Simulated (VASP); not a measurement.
**Bi2Te3: single point with PBE**

Bi2Te3:

```xyz
5
Lattice="2.0787 1.1425 10.1311 -2.3073 1.1864 10.1749 -0.0763 -2.6339 10.1910" Properties=species:S:1:pos:R:3 pbc="T T T"
Bi   -0.1220   -0.1220   12.1988
Bi   -0.1830   -0.1830   18.2982
Te    0.0000    0.0000    0.0000
Te   -0.0639   -0.0639    6.3891
Te   -0.2411   -0.2411   24.1079
```

This cell differs from its parent crystal: equal xy, yz and zx shear strains of -2 %.

```
Program                : VASP 6.6.1
Task                   : single point
Functional             : PBE
Potentials or basis    : VASP PAW PBE potentials, release 64 (Bi_d, Te)
Cutoff                 : 520 eV
k mesh                 : 7 × 7 × 7
Occupations            : fermi-dirac, width 0.08 eV
Spin                   : no spin polarisation
Dipole correction      : no
Further INCAR settings : ALGO = Normal; EDIFF = 1e-07; NBANDS = 32
```

* Pressure: 1.9 GPa
* Largest force: 0.155 eV/Å
* Band gap on the k mesh: 0.26 eV

Forces on the atoms (eV/Å):
```
Bi  -0.026 -0.055  0.029
Bi   0.026  0.055 -0.029
Te   0.000  0.000  0.000
Te  -0.065 -0.138  0.027
Te   0.065  0.138 -0.027
```

Stress tensor (GPa, compression positive):
```
1.40 0.09 0.51
0.09 2.58 1.13
0.51 1.13 1.80
```

Levels at points of the mesh, in eV from the valence-band top:
| k point | band 20 | band 21 | band 22 | band 23 | band 24 | band 25 | band 26 | band 27 | band 28 | band 29 |
| --- | --- | --- | --- | --- | --- | --- | --- | --- | --- | --- |
| (0.00, 0.00, 0.00) | -1.60 | -1.59 | -0.91 | -0.84 | 0.00 | 0.26 | 0.61 | 0.70 | 1.91 | 1.96 |

Run time: 2.2 h on 1 thread of Oxide Virtual Turin-like Processor (shared host), peak memory 1.4 GiB.

Caveat: the cell differs from its parent crystal (equal xy, yz and zx shear strains of -2 %); spin-orbit coupling is left out, which moves the levels of the heavy elements. A k mesh can miss the band edges.
